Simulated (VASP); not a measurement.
Set up this calculation in VASP 6.6.1, as the native input.

```
Task                   : single point
Functional             : PBEsol
Potentials or basis    : VASP PAW PBE potentials, release 64 (Te, Pt)
Cutoff                 : 520 eV
k mesh                 : 7 × 7 × 7
Occupations            : fermi-dirac, width 0.05 eV
Spin                   : no spin polarisation
Dipole correction      : no
Further INCAR settings : ALGO = Normal; EDIFF = 1e-06; NBANDS = 24
```

The structure of TePt lies in POSCAR:

```
TePt
1.0
    1.9815661300      1.1440577400      6.6610334800
   -1.9815661300      1.1440577400      6.6610334800
    0.0000000000     -2.2881154700      6.6610334800
Te Pt
2 2
Direct
    0.5980000000      0.5980000000      0.5980000000
    0.4020000000      0.4020000000      0.4020000000
    0.8703333300      0.8703333300      0.8703333300
    0.1296666700      0.1296666700      0.1296666700
```

One way to write it, as run:

INCAR

```
SYSTEM = TePt
ALGO = Normal ; EDIFF = 1E-6
ENCUT = 520 ; GGA = PS
ISIF = 2 ; ISMEAR = -1
LASPH = .True. ; LCHARG = .False.
LREAL = .False. ; LWAVE = .False.
NBANDS = 24 ; NELM = 80
PREC = Accurate ; SIGMA = 0.05
```

KPOINTS

```
k-points
0
Gamma
  7 7 7
  0 0 0
```

Potentials or basis: VASP PAW PBE potentials, release 64 (Te, Pt).

Run with:

```bash
$ cat potpaw_PBE.64/Te/POTCAR potpaw_PBE.64/Pt/POTCAR > POTCAR
$ mpirun -np 1 vasp_std > vasp.out
```

Results of the run:

```
Pressure               : -0.5 GPa
Largest force          : 0.158 eV/Å
Band gap on the k mesh : zero (bands 16 and 17 overlap by 2.37 eV)
```

Caveat: the PAW data sets were made with another functional, which shifts forces and pressure a little; spin-orbit coupling is left out, which moves the levels of the heavy elements.

It took 2.7 min on 1 thread of Intel(R) Xeon(R) Platinum 8488C (Sapphire Rapids), with other jobs on the host, peak memory 0.42 GiB.
